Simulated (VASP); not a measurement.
# SiGe4W (F-43m) in VASP: a series of runs, part 2 of 3

VASP 6.6.1.

### 4 Relaxation of cell and atoms, PBE

This run uses another cell than the first one, of 19.07 Å³/atom, 1.072 times its volume.

File INCAR:

```
PREC = Accurate ; ENCUT = 600
EDIFF = 1E-7 ; ISMEAR = 0
SIGMA = 0.1 ; LREAL = F
LASPH = T ; NELM = 100
ALGO = Normal ; ISIF = 3
LWAVE = F ; LCHARG = F
GGA = PE ; IBRION = 2
NSW = 90 ; EDIFFG = -0.04
```

File KPOINTS:

```
Automatic mesh
0
Gamma
  4 4 4
```

File POSCAR:

```
SiGe4W
1.0
    0.0000000000      3.8534869000      3.8534869000
    3.8534869000      0.0000000000      3.8534869000
    3.8534869000      3.8534869000      0.0000000000
Si Ge W
1 4 1
Direct
    0.0000000000      0.0000000000      0.0000000000
    0.8738389600      0.3753870100      0.3753870100
    0.3753870100      0.3753870100      0.3753870100
    0.3753870100      0.8738389600      0.3753870100
    0.3753870100      0.3753870100      0.8738389600
    0.7500000000      0.7500000000      0.7500000000
```

Potentials or basis: VASP PAW PBE potentials, release 64 (Si, Ge_d, W_sv).

Started as:

```sh
$ cat potpaw_PBE.64/Si/POTCAR potpaw_PBE.64/Ge_d/POTCAR potpaw_PBE.64/W_sv/POTCAR > POTCAR
$ mpirun -np 1 vasp_std > vasp.out
```

OUTCAR:

```text
PREC = Accurate
   ENCUT = 600
   EDIFF = 1E-7
   ISMEAR = 0
   LREAL = F
   LASPH = T
   NELM = 100
   ISIF = 3
   GGA = PE
   IBRION = 2
   NSW = 90
   EDIFFG = -0.04

 ion  position               nearest neighbor table
   1  0.000  0.000  0.000-
   2  0.874  0.375  0.375-   3 2.72   4 2.72   5 2.72   3 2.73   5 2.73   4 2.73   6 3.19   6 3.19
                             6 3.19
   3  0.375  0.375  0.375-   2 2.72   4 2.72   5 2.72   5 2.73   4 2.73   2 2.73   6 3.19   6 3.19
                             6 3.19
   4  0.375  0.874  0.375-   2 2.72   3 2.72   5 2.72   5 2.73   3 2.73   2 2.73   6 3.19   6 3.19
                             6 3.19
   5  0.375  0.375  0.874-   2 2.72   3 2.72   4 2.72   3 2.73   4 2.73   2 2.73   6 3.19   6 3.19
                             6 3.19
   6  0.750  0.750  0.750-   4 3.19   5 3.19   2 3.19   5 3.19   2 3.19   4 3.19   3 3.19   3 3.19
                             3 3.19   2 3.19   4 3.19   5 3.19

  LATTYP: Found a face centered cubic cell.
 ALAT       =     7.7069738000

  Lattice vectors:

 A1 = (   0.0000000000,   3.8534869000,   3.8534869000)
 A2 = (   3.8534869000,   0.0000000000,   3.8534869000)
 A3 = (   3.8534869000,   3.8534869000,   0.0000000000)

Analysis of symmetry for initial positions (statically):
=====================================================================
 Subroutine PRICEL returns:
 Original cell was already a primitive cell.

 Routine SETGRP: Setting up the symmetry group for a
 face centered cubic supercell.

 Subroutine GETGRP returns: Found 24 space group operations
 (whereof 24 operations were pure point group operations)
 out of a pool of 48 trial point group operations.

The static configuration has the point symmetry T_d .

Analysis of symmetry for dynamics (positions and initial velocities):
=====================================================================
 Subroutine PRICEL returns:
 Original cell was already a primitive cell.

 Routine SETGRP: Setting up the symmetry group for a
 face centered cubic supercell.

 Subroutine GETGRP returns: Found 24 space group operations
 (whereof 24 operations were pure point group operations)
 out of a pool of 48 trial point group operations.

The dynamic configuration has the point symmetry T_d .

 Subroutine INISYM returns: Found 24 space group operations
 (whereof 24 operations are pure point group operations),
 and found     1 'primitive' translations

----------------------------------------------------------------------------------------

                                     Primitive cell

  volume of cell :     114.4436

  direct lattice vectors                    reciprocal lattice vectors
     0.000000000  3.853486900  3.853486900    -0.129752614  0.129752614  0.129752614
     3.853486900  0.000000000  3.853486900     0.129752614 -0.129752614  0.129752614
     3.853486900  3.853486900  0.000000000     0.129752614  0.129752614 -0.129752614

  length of vectors
     5.449653436  5.449653436  5.449653436     0.224738121  0.224738121  0.224738121

  position of ions in fractional coordinates (direct lattice)
     0.000000000  0.000000000  0.000000000
     0.873838960  0.375387010  0.375387010
     0.375387010  0.375387010  0.375387010
     0.375387010  0.873838960  0.375387010
     0.375387010  0.375387010  0.873838960
     0.750000000  0.750000000  0.750000000

  ion indices of the primitive-cell ions
   primitive index   ion index
                 1           1
                 2           2
                 3           3
                 4           4
                 5           5
                 6           6

----------------------------------------------------------------------------------------

 KPOINTS: Automatic mesh

Automatic generation of k-mesh.
 Grid dimensions read from file:
 generate k-points for:    4    4    4

 Generating k-lattice:

  Cartesian coordinates                     Fractional coordinates (reciprocal lattice)
    -0.032438154  0.032438154  0.032438154     0.250000000  0.000000000  0.000000000
     0.032438154 -0.032438154  0.032438154     0.000000000  0.250000000  0.000000000
     0.032438154  0.032438154 -0.032438154     0.000000000  0.000000000  0.250000000

  Length of vectors
     0.056184530  0.056184530  0.056184530

  Shift w.r.t. Gamma in fractional coordinates (k-lattice)
     0.000000000  0.000000000  0.000000000

 Subroutine IBZKPT returns following result:
 ===========================================

 Found      8 irreducible k-points:

 Following reciprocal coordinates:
            Coordinates               Weight
  0.000000  0.000000  0.000000      1.000000
  0.250000  0.000000  0.000000      8.000000
  0.500000  0.000000  0.000000      4.000000
  0.250000  0.250000  0.000000      6.000000
  0.500000  0.250000  0.000000     24.000000
 -0.250000  0.250000  0.000000     12.000000
  0.500000  0.500000  0.000000      3.000000
 -0.250000  0.500000  0.250000      6.000000
   k-points           NKPTS =      8   k-points in BZ     NKDIM =      8   number of bands    NBANDS=     44
   number of dos      NEDOS =    301   number of ions     NIONS =      6
   total plane-waves  NPLWV = 110592
   dimension x,y,z NGX =    48 NGY =   48 NGZ =   48
   dimension x,y,z NGXF=    96 NGYF=   96 NGZF=   96
   ions per type =               1   4   1
   NGX,Y,Z   is equivalent  to a cutoff of  14.64, 14.64, 14.64 a.u.
   NGXF,Y,Z  is equivalent  to a cutoff of  29.29, 29.29, 29.29 a.u.
 SYSTEM =  unknown system
   PREC   = accura    normal or accurate (medium, high low for compatibility)
   ISTART =      0    job   : 0-new  1-cont  2-samecut
   ICHARG =      2    charge: 1-file 2-atom 10-const
   ISPIN  =      1    spin polarized calculation?
   LNONCOLLINEAR =      F non collinear calculations
   LSORBIT =      F    spin-orbit coupling
   LASPH  =      T    aspherical Exc in radial PAW
   ENCUT  =  600.0 eV  44.10 Ry    6.64 a.u.  10.88 10.88 10.88*2*pi/ulx,y,z
   NELM   =    100;   NELMIN=  2; NELMDL= -5     # of ELM steps
   EDIFF  = 0.1E-06   stopping-criterion for ELM
   LREAL  =      F    real-space projection
   EDIFFG = -.4E-01   stopping-criterion for IOM
   NSW    =     90    number of steps for IOM
   IBRION =      2    ionic relax: 0-MD 1-quasi-New 2-CG
   NFREE  =      1    steps in history (QN), initial steepest desc. (CG)
   ISIF   =      3    stress and relaxation
   ISYM   =      2    0-nonsym 1-usesym 2-fastsym
   POTIM  = 0.5000    time-step for ionic-motion
   TEBEG  =    0.0;   TEEND  =   0.0 temperature during run
   PSTRESS=    0.0 pullay stress
   NELECT =      74.0000    total number of electrons
   NUPDOWN=      -1.0000    fix difference up-down
   EMIN   =  10.00;   EMAX   =-10.00  energy-range for DOS
   EFERMI =   0.00;   METHOD = LEGACY
   ISMEAR =     0;   SIGMA  =   0.10  broadening in eV -4-tet -1-fermi 0-gaus
   EFERMI_NEDOS =   21; number of points for ismear=-14 and -15
   IALGO  =     38    algorithm
   IMIX   =      4    mixing-type and parameters
     AMIX     =   0.40;   BMIX     =  1.00
     AMIX_MAG =   1.60;   BMIX_MAG =  1.00
  volume/ion in A,a.u.               =      19.07       128.72
  Fermi-wavevector in a.u.,A,eV,Ry     =   1.415647  2.675184 27.266828  2.004055
  Thomas-Fermi vector in A             =   2.537063
   LORBIT       =      0    0 simple, 1 ext, 2 COOP (PROOUT), +10 PAW based schemes
   GGA     = PE    functional components
   LHFCALC =     F    Hartree Fock is set to
   AEXX    =    0.0000 exact exchange contribution
   IVDW    =     0    specifies the selected vdW correction
   LEPSILON=     F    determine dielectric tensor
   LRPA    =     F    only Hartree local field effects (RPA)
 conjugate gradient relaxation of ions
 non-spin polarized calculation
 Gauss-broadening in eV      SIGMA  =   0.10
  energy-cutoff  :      600.00
  volume of cell :      114.44
 maximum number of plane-waves:      3839
 NGX is ok and might be reduce to    48
   NGX = 21   NGY = 21   NGZ = 21

--------------------------------------- Ionic step        1  -------------------------------------------

 number of electron      74.0000007 magnetization

 Free energy of the ion-electron system (eV)
  ---------------------------------------------------
  ext. energy  EPLUGINS =         0.00000000
  ---------------------------------------------------
  free energy    TOTEN  =       -30.87688266 eV

  energy without entropy =      -30.86364045  energy(sigma->0) =      -30.87026155

------------------------ aborting loop because EDIFF is reached ----------------------------------------

  FORCE on cell =-STRESS in cart. coord.  units (eV):
  Direction    XX          YY          ZZ          XY          YZ          ZX
  --------------------------------------------------------------------------------------
  -------------------------------------------------------------------------------------
  Total       -4.1106281     -4.1106281     -4.1106281      0.0000000     -0.0000000      0.0000000
  in kB      -57.5475864    -57.5475864    -57.5475864      0.0000000     -0.0000000      0.0000000
  external PRESSURE =     -57.5475864 kB  Pullay stress =       0.0000000 kB
[... 67 lines left out ...]
--------------------------------------- Ionic step        3  -------------------------------------------

 number of electron      73.9999999 magnetization

 Free energy of the ion-electron system (eV)
  ---------------------------------------------------
  ext. energy  EPLUGINS =         0.00000000
  ---------------------------------------------------
  free energy    TOTEN  =       -31.03354848 eV

  energy without entropy =      -31.01549320  energy(sigma->0) =      -31.02452084

 E-fermi :   8.0007     XC(G=0): -11.6314

 val. band max:        7.9241205053   @ k =   0.5000   0.0000   0.0000
 cond. band min:       8.0408027876   @ k =  -0.2500   0.2500   0.0000
 fundamental gap:      0.1166822823
 Fermi energy:         8.0006982127

 k-point     1 :       0.0000    0.0000    0.0000
  band No.  band energies     occupation
      1     -66.5801      2.00000
      2     -30.7048      2.00000
      3     -30.7048      2.00000
      4     -30.7048      2.00000
      5     -17.0480      2.00000
      6     -16.9601      2.00000
[... 398 lines left out ...]
  FREE ENERGIE OF THE ION-ELECTRON SYSTEM (eV)
  ---------------------------------------------------
  free  energy   TOTEN  =       -31.0335484764 eV

  energy  without entropy=      -31.0154931992  energy(sigma->0) =      -31.02452084

 reached required accuracy - stopping structural energy minimisation
```

OSZICAR:

```text
N       E                     dE             d eps       ncg     rms          rms(c)
DAV:   1     0.884110173408E+03    0.88411E+03   -0.39409E+04   856   0.473E+03
DAV:   2     0.123416203937E+03   -0.76069E+03   -0.74691E+03   712   0.107E+03
DAV:   3    -0.203409586948E+02   -0.14376E+03   -0.14048E+03   756   0.258E+02
[... 35 lines left out ...]
DAV:   7    -0.310335603570E+02    0.50742E-03   -0.29487E-03   760   0.159E-01    0.328E-02
DAV:   8    -0.310335490075E+02    0.11349E-04   -0.90771E-05   804   0.655E-02    0.194E-02
DAV:   9    -0.310335478687E+02    0.11388E-05   -0.72191E-06   844   0.172E-02    0.472E-03
DAV:  10    -0.310335485625E+02   -0.69377E-06   -0.18790E-06   864   0.135E-02    0.255E-03
DAV:  11    -0.310335484764E+02    0.86106E-07   -0.15156E-07   444   0.443E-03
   3 F= -.31033548E+02 E0= -.31024521E+02  d E =-.156666E+00
```

CONTCAR:

```text
SiGe4W
   1.00000000000000
     0.0000000000000000    3.7626136298448523    3.7626136298448523
     3.7626136298448523   -0.0000000000000000    3.7626136298448523
     3.7626136298448523    3.7626136298448523   -0.0000000000000000
  Si              Ge              W
     1     4     1
Direct
     0.0000000000000000    0.0000000000000000    0.0000000000000000
     0.8715780563794276    0.3761406445401881    0.3761406445401881
     0.3761406445401881    0.3761406445401881    0.3761406445401881
     0.3761406445401881    0.8715780563794276    0.3761406445401881
     0.3761406445401881    0.3761406445401881    0.8715780563794276
     0.7500000000000000    0.7500000000000000    0.7500000000000000

  0.00000000E+00  0.00000000E+00  0.00000000E+00
  0.00000000E+00  0.00000000E+00  0.00000000E+00
  0.00000000E+00  0.00000000E+00  0.00000000E+00
  0.00000000E+00  0.00000000E+00  0.00000000E+00
  0.00000000E+00  0.00000000E+00  0.00000000E+00
  0.00000000E+00  0.00000000E+00  0.00000000E+00
```

Wall time 4.2 min (1 thread of Intel Xeon 6975P-C, shared host); peak memory 0.36 GiB.

What came out:

```
Free energy                            : -31.0335 eV
Relaxed volume                         : 17.76 Å³/atom
Relaxed cell                           : a = 5.321 Å, b = 5.321 Å, c = 5.321 Å, α = 60.00°, β = 60.00°, γ = 60.00°
Space group after relaxing (to 0.05 Å) : F-43m (No. 216)
Energy gained by relaxing              : 26.1 meV/atom
Ionic steps                            : 3
Pressure after relaxing                : 0.0 GPa
Largest force after relaxing           : 0.015 eV/Å
Band gap on the k mesh                 : zero (band 37 reaches 8.04 eV, above the bottom of band 38 at 7.45 eV)
```

Forces on the atoms (eV/Å):
```
Si   0.000  0.000  0.000
Ge  -0.009  0.009  0.009
Ge  -0.009 -0.009 -0.009
Ge   0.009 -0.009  0.009
Ge   0.009  0.009 -0.009
W    0.000  0.000  0.000
```

Step by step:
| step | energy change (eV) | largest force (eV/Å) | pressure (GPa) | volume (Å³) |
| --- | --- | --- | --- | --- |
| 1 | 0.0000 | 0.2963 | -5.75 | 114.44 |
| 2 | -0.1287 | 0.1598 | 2.83 | 103.47 |
| 3 | -0.1567 | 0.0147 | -0.02 | 106.54 |

Final structure:
```
Si Ge W
1.0
     0.00000    3.76261    3.76261
     3.76261    0.00000    3.76261
     3.76261    3.76261    0.00000
Si Ge W
1 4 1
Cartesian
  0.0000 0.0000 0.0000
  2.8305 4.6947 4.6947
  2.8305 2.8305 2.8305
  4.6947 2.8305 4.6947
  4.6947 4.6947 2.8305
  5.6439 5.6439 5.6439
```

Levels at points of the mesh, in eV from the Fermi level:
| k point | band 33 | band 34 | band 35 | band 36 | band 37 | band 38 | band 39 | band 40 | band 41 | band 42 |
| --- | --- | --- | --- | --- | --- | --- | --- | --- | --- | --- |
| (0.00, 0.00, 0.00) | -4.87 | -3.43 | -3.43 | -0.40 | -0.40 | -0.40 | 0.93 | 1.40 | 1.40 | 1.40 |
| (0.50, 0.00, 0.00) | -2.12 | -2.12 | -0.71 | -0.08 | -0.08 | 0.05 | 0.94 | 0.94 | 0.95 | 2.63 |
| (0.50, 0.50, 0.00) | -1.59 | -1.42 | -1.00 | -0.11 | -0.11 | 0.20 | 0.39 | 1.09 | 1.09 | 1.18 |

Caveat: spin-orbit coupling is left out, which moves the levels of the heavy elements.

### 5 Single point, PBE

This run uses another cell than the first one, of 17.62 Å³/atom, 0.990 times its volume.

File INCAR:

```
PREC = Accurate
ENCUT = 520
EDIFF = 1E-6
ISMEAR = 0
SIGMA = 0.1
LREAL = False
LASPH = True
NELM = 100
ALGO = Normal
ISIF = 2
LWAVE = False
LCHARG = False
GGA = PE
NBANDS = 46
```

File KPOINTS:

```
regular mesh
0
Gamma
  10 10 10
```

File POSCAR:

```
SiGe4W
1.0
    0.0000000000      3.7526911581      3.7526911581
    3.7526911581      0.0000000000      3.7526911581
    3.7526911581      3.7526911581      0.0000000000
Si Ge W
1 4 1
Direct
    0.0000000000      0.0000000000      0.0000000000
    0.6245139515      0.6245139515      0.1264581454
    0.6245139515      0.1264581454      0.6245139515
    0.1264581454      0.6245139515      0.6245139515
    0.6245139515      0.6245139515      0.6245139515
    0.2500000000      0.2500000000      0.2500000000
```

Started as:

```sh
$ cat potpaw_PBE.64/Si/POTCAR potpaw_PBE.64/Ge_d/POTCAR potpaw_PBE.64/W_sv/POTCAR > POTCAR
$ mpirun -np 1 vasp_std > vasp.out
```

Run time: 5.2 min. Hardware: 1 thread of Intel Xeon 6975P-C, shared host; peak memory 0.36 GiB.

Results (log left out):

| Property | Result |
| --- | --- |
| Free energy | -31.1530 eV |
| Pressure | 0.1 GPa |
| Largest force | 0.003 eV/Å |
| Band gap on the k mesh | zero (band 37 reaches 8.19 eV, above the bottom of band 38 at 7.53 eV) |

Forces on the atoms (eV/Å):
```
Si   0.000  0.000  0.000
Ge  -0.002 -0.002  0.002
Ge  -0.002  0.002 -0.002
Ge   0.002 -0.002 -0.002
Ge   0.002  0.002  0.002
W    0.000  0.000  0.000
```

Levels at points of the mesh, in eV from the Fermi level:
```
           k point  band 33  band 34  band 35  band 36  band 37  band 38  band 39  band 40  band 41  band 42
(0.00, 0.00, 0.00)    -4.92    -3.45    -3.45    -0.38    -0.38    -0.38     0.99     1.44     1.44     1.44
(0.50, 0.00, 0.00)    -2.12    -2.12    -0.71    -0.06    -0.06     0.09     0.93     0.93     0.99     2.68
(0.50, 0.50, 0.00)    -1.58    -1.42    -1.02    -0.07    -0.07     0.26     0.43     1.07     1.07     1.24
```

Caveat: spin-orbit coupling is left out, which moves the levels of the heavy elements.

[end of part 2 of 3]
